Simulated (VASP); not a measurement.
# CdS (P6_3mc) in VASP: single point with PBE

Aim: the single point of CdS with PBE.

All numbers are computed with VASP 6.6.1; they aren't measurements. Logs are shortened: lines on timing, memory, paths and dates and some standing lists are left out, and cuts for length are marked.

### Step 1. The cell of the first run

It takes space group P6_3mc (No. 186, hexagonal). The conventional cell has a = 4.197 Å, b = 4.197 Å, c = 6.828 Å, α = 90.00°, β = 90.00°, γ = 120.00°. Cd (site symmetry 3m) has 4 S at 2.57 Å within 3.4 Å. S (site symmetry 3m) has 4 Cd at 2.57 Å within 3.4 Å.

### Step 2. Single point, PBE

POSCAR reads:

```
CdS
1.0
    4.1971167966      0.0000000000      0.0000000000
   -2.0985583983      3.6348097685      0.0000000000
    0.0000000000      0.0000000000      6.8279024161
Cd S
2 2
Direct
    0.3333333333      0.6666666667      0.0041597908
    0.6666666667      0.3333333333      0.5041597908
    0.3333333333      0.6666666667      0.3808401992
    0.6666666667      0.3333333333      0.8808401992
```

INCAR.step1 reads:

```
SYSTEM = CdS
PREC = Accurate
ENCUT = 520
EDIFF = 1E-6
ISMEAR = 0
SIGMA = 0.02
LREAL = .FALSE.
LASPH = .TRUE.
NELM = 80
ALGO = Normal
ISIF = 2
LWAVE = .FALSE.
LCHARG = .TRUE.
GGA = PE
NBANDS = 26
```

KPOINTS.step1 reads:

```
regular mesh
0
G
  12 12 4
  0 0 0
```

INCAR.step2 reads:

```
SYSTEM = CdS
PREC = Accurate
ENCUT = 520
EDIFF = 1E-6
ISMEAR = -5
SIGMA = 0.02
LREAL = .FALSE.
LASPH = .TRUE.
NELM = 80
ALGO = Normal
ISIF = 2
LWAVE = .FALSE.
LCHARG = .FALSE.
GGA = PE
LORBIT = 11
NBANDS = 26
NEDOS = 1001
ICHARG = 11
```

KPOINTS.step2 reads:

```
regular mesh
0
G
  18 18 6
  0 0 0
```

Potentials or basis: VASP PAW PBE potentials, release 64 (Cd, S).

Run with:

```bash
$ cat potpaw_PBE.64/Cd/POTCAR potpaw_PBE.64/S/POTCAR > POTCAR
$ cp INCAR.step1 INCAR
$ cp KPOINTS.step1 KPOINTS
$ mpirun -np 1 vasp_std > vasp.out
$ cp INCAR.step2 INCAR
$ cp KPOINTS.step2 KPOINTS
$ mpirun -np 1 vasp_std > vasp.out
```

OUTCAR:

```text
SYSTEM = CdS
   PREC = Accurate
   ENCUT = 520
   EDIFF = 1E-6
   ISMEAR = -5
   LREAL = .FALSE.
   LASPH = .TRUE.
   NELM = 80
   ISIF = 2
   GGA = PE
   LORBIT = 11
   ICHARG = 11

 ion  position               nearest neighbor table
   1  0.333  0.667  0.004-   4 2.57   4 2.57   4 2.57   3 2.57
   2  0.667  0.333  0.504-   3 2.57   3 2.57   3 2.57   4 2.57
   3  0.333  0.667  0.381-   2 2.57   2 2.57   2 2.57   1 2.57
   4  0.667  0.333  0.881-   1 2.57   1 2.57   1 2.57   2 2.57

  LATTYP: Found a hexagonal cell.
 ALAT       =     4.1971167966
 C/A-ratio  =     1.6268078176

  Lattice vectors:

 A1 = (   4.1971167966,   0.0000000000,   0.0000000000)
 A2 = (  -2.0985583983,   3.6348097685,   0.0000000000)
 A3 = (   0.0000000000,   0.0000000000,   6.8279024161)

Analysis of symmetry for initial positions (statically):
=====================================================================
 Subroutine PRICEL returns:
 Original cell was already a primitive cell.

 Routine SETGRP: Setting up the symmetry group for a
 hexagonal supercell.

 Subroutine GETGRP returns: Found 12 space group operations
 (whereof  6 operations were pure point group operations)
 out of a pool of 24 trial point group operations.

The static configuration has the point symmetry C_3v.
 The point group associated with its full space group is C_6v.

Analysis of symmetry for dynamics (positions and initial velocities):
=====================================================================
 Subroutine PRICEL returns:
 Original cell was already a primitive cell.

 Routine SETGRP: Setting up the symmetry group for a
 hexagonal supercell.

 Subroutine GETGRP returns: Found 12 space group operations
 (whereof  6 operations were pure point group operations)
 out of a pool of 24 trial point group operations.

The dynamic configuration has the point symmetry C_3v.
 The point group associated with its full space group is C_6v.

 Subroutine INISYM returns: Found 12 space group operations
 (whereof  6 operations are pure point group operations),
 and found     1 'primitive' translations

----------------------------------------------------------------------------------------

                                     Primitive cell

  volume of cell :     104.1646

  direct lattice vectors                    reciprocal lattice vectors
     4.197116797  0.000000000  0.000000000     0.238258797  0.137558781  0.000000000
    -2.098558398  3.634809768  0.000000000     0.000000000  0.275117561  0.000000000
[... 96 lines left out ...]
   NFREE  =      0    steps in history (QN), initial steepest desc. (CG)
   ISIF   =      2    stress and relaxation
   ISYM   =      2    0-nonsym 1-usesym 2-fastsym
   POTIM  = 0.5000    time-step for ionic-motion
   TEBEG  =    0.0;   TEEND  =   0.0 temperature during run
   PSTRESS=    0.0 pullay stress
   NELECT =      36.0000    total number of electrons
   NUPDOWN=      -1.0000    fix difference up-down
   EMIN   =  10.00;   EMAX   =-10.00  energy-range for DOS
   EFERMI =   0.00;   METHOD = LEGACY
   ISMEAR =    -5;   SIGMA  =   0.02  broadening in eV -4-tet -1-fermi 0-gaus
   EFERMI_NEDOS =   21; number of points for ismear=-14 and -15
   IALGO  =     38    algorithm
   IMIX   =      4    mixing-type and parameters
     AMIX     =   0.40;   BMIX     =  1.00
     AMIX_MAG =   1.60;   BMIX_MAG =  1.00
  volume/ion in A,a.u.               =      26.04       175.73
  Fermi-wavevector in a.u.,A,eV,Ry     =   1.148865  2.171040 17.958203  1.319891
  Thomas-Fermi vector in A             =   2.285538
   LORBIT       =     11    0 simple, 1 ext, 2 COOP (PROOUT), +10 PAW based schemes
   GGA     = PE    functional components
   LHFCALC =     F    Hartree Fock is set to
   AEXX    =    0.0000 exact exchange contribution
   IVDW    =     0    specifies the selected vdW correction
   LEPSILON=     F    determine dielectric tensor
   LRPA    =     F    only Hartree local field effects (RPA)
 non-spin polarized calculation
 Fermi weights with tetrahedron method with Bloechl corrections
  energy-cutoff  :      520.00
  volume of cell :      104.16
 maximum number of plane-waves:      2841
 NGX is ok and might be reduce to    32

 number of electron      36.0000011 magnetization

 Free energy of the ion-electron system (eV)
  ---------------------------------------------------
  ext. energy  EPLUGINS =         0.00000000
  ---------------------------------------------------
  free energy    TOTEN  =       -12.30072735 eV

  energy without entropy =      -12.30072735  energy(sigma->0) =      -12.30072735

 E-fermi :   0.9159     XC(G=0):  -8.9186

 val. band max:        0.9089874037   @ k =   0.0000   0.0000   0.0000
 cond. band min:       2.0231550273   @ k =   0.0000   0.0000   0.0000
 fundamental gap:      1.1141676237
 Fermi energy:         0.9158807882

 k-point     1 :       0.0000    0.0000    0.0000
  band No.  band energies     occupation
      1     -11.1776      2.00000
      2     -10.7900      2.00000
      3      -6.6380      2.00000
      4      -6.6328      2.00000
      5      -6.6328      2.00000
      6      -6.5583      2.00000
[... 685 lines left out ...]
     25       9.5641      0.00000
     26      10.1048      0.00000

 [... further k-points ...]
[... 5 lines left out ...]
  --------------------------------------------------------------------------------------
  -------------------------------------------------------------------------------------
  Total        0.1837829      0.1837829      0.1928288      0.0000000     -0.0000000      0.0000000
  in kB        2.8268038      2.8268038      2.9659398      0.0000000     -0.0000000      0.0000000
  external PRESSURE =       2.8731825 kB  Pullay stress =       0.0000000 kB

 VOLUME and BASIS-vectors are now :
 -----------------------------------------------------------------------------
  energy-cutoff  :      520.00
  volume of cell :      104.16
      direct lattice vectors                 reciprocal lattice vectors
     4.197116797  0.000000000  0.000000000     0.238258797  0.137558781  0.000000000
    -2.098558398  3.634809768  0.000000000     0.000000000  0.275117561  0.000000000
     0.000000000  0.000000000  6.827902416     0.000000000  0.000000000  0.146457863

 POSITION                                       TOTAL-FORCE (eV/Angst)
 -----------------------------------------------------------------------------------
     -0.00000      2.42321      0.02840         0.000000     -0.000000      0.001592
      2.09856      1.21160      3.44235        -0.000000      0.000000      0.001592
     -0.00000      2.42321      2.60034        -0.000000     -0.000000     -0.001592
      2.09856      1.21160      6.01429        -0.000000      0.000000     -0.001592
 -----------------------------------------------------------------------------------
    total drift:                               -0.000000      0.000000      0.000123

  FREE ENERGIE OF THE ION-ELECTRON SYSTEM (eV)
  ---------------------------------------------------
  free  energy   TOTEN  =       -12.3007273519 eV

  energy  without entropy=      -12.3007273519  energy(sigma->0) =      -12.30072735

 total charge

# of ion       s       p       d       tot
------------------------------------------
    1        0.416   0.298   9.564  10.279
    2        0.416   0.298   9.564  10.279
    3        1.325   2.384   0.000   3.708
    4        1.325   2.384   0.000   3.708
--------------------------------------------------
tot          3.482   5.364  19.129  27.975
```

OSZICAR.step1:

```text
N       E                     dE             d eps       ncg     rms          rms(c)
DAV:   1     0.246686145044E+03    0.24669E+03   -0.17429E+04  2964   0.126E+03
DAV:   2     0.496344794270E+00   -0.24619E+03   -0.23816E+03  3246   0.318E+02
DAV:   3    -0.132551545477E+02   -0.13751E+02   -0.13664E+02  3586   0.744E+01
DAV:   4    -0.133991676883E+02   -0.14401E+00   -0.14389E+00  3362   0.740E+00
DAV:   5    -0.134013677168E+02   -0.22000E-02   -0.21999E-02  3538   0.914E-01    0.104E+01
DAV:   6    -0.123204105631E+02    0.10810E+01   -0.19473E+00  3858   0.138E+01    0.832E+00
DAV:   7    -0.123019886940E+02    0.18422E-01   -0.66546E-01  3086   0.433E+00    0.396E+00
DAV:   8    -0.123006262767E+02    0.13624E-02   -0.73587E-02  3198   0.265E+00    0.472E-01
DAV:   9    -0.122992059466E+02    0.14203E-02   -0.13118E-02  3308   0.136E+00    0.133E-01
DAV:  10    -0.122995063668E+02   -0.30042E-03   -0.11726E-03  3164   0.315E-01    0.120E-01
DAV:  11    -0.122996686520E+02   -0.16229E-03   -0.25650E-04  3300   0.107E-01    0.803E-02
DAV:  12    -0.122996631417E+02    0.55103E-05   -0.12771E-04  3122   0.785E-02    0.150E-02
DAV:  13    -0.122996635763E+02   -0.43461E-06   -0.16401E-05  3478   0.266E-02    0.906E-03
DAV:  14    -0.122996644787E+02   -0.90237E-06   -0.22604E-06  2590   0.120E-02
   1 F= -.12299664E+02 E0= -.12299664E+02  d E =-.541138E-26
```

It took 3.2 min on 1 thread of AMD EPYC 9R45 (Zen 5), shared host; peak memory 0.42 GiB.

Results:

| Item | Value |
| --- | --- |
| Valence electrons inside the program's atomic spheres | Cd 10.28; S 3.71 |
